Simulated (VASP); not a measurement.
Rb: single point with PBE

Crystal: Rb.

```
CELL_PARAMETERS angstrom
0.00000 3.63988 3.63988
3.63988 0.00000 3.63988
3.63988 3.63988 0.00000
ATOMIC_POSITIONS crystal
Rb 0.00000 0.00000 0.00000
```

```
Program                : VASP 6.6.1
Task                   : single point
Functional             : PBE
Potentials or basis    : VASP PAW PBE potentials, release 64 (Rb_sv)
Cutoff                 : 520 eV
k mesh                 : 2 × 5 × 5
Occupations            : gaussian, width 0.1 eV
Spin                   : no spin polarisation
Dipole correction      : no
Further INCAR settings : ALGO = Fast; EDIFF = 1e-07; NBANDS = 10; ISYM = 0
```

| Property | Result |
| --- | --- |
| Pressure | -0.1 GPa |

Levels at points of the mesh, in eV from the Fermi level:
| k point | band 1 | band 2 | band 3 | band 4 | band 5 | band 6 | band 7 | band 8 |
| --- | --- | --- | --- | --- | --- | --- | --- | --- |
| (0.00, 0.00, 0.00) | -28.96 | -13.01 | -13.01 | -13.00 | -1.93 | 3.50 | 3.51 | 3.51 |
| (0.50, 0.00, 0.00) | -28.96 | -13.08 | -13.02 | -13.02 | 0.11 | 0.59 | 3.31 | 3.31 |

It took 20 s on 1 thread of Intel Xeon 6975P-C (shared host), peak memory 0.23 GiB.

Caveat: the k points lie up to 0.75 Å⁻¹ apart.
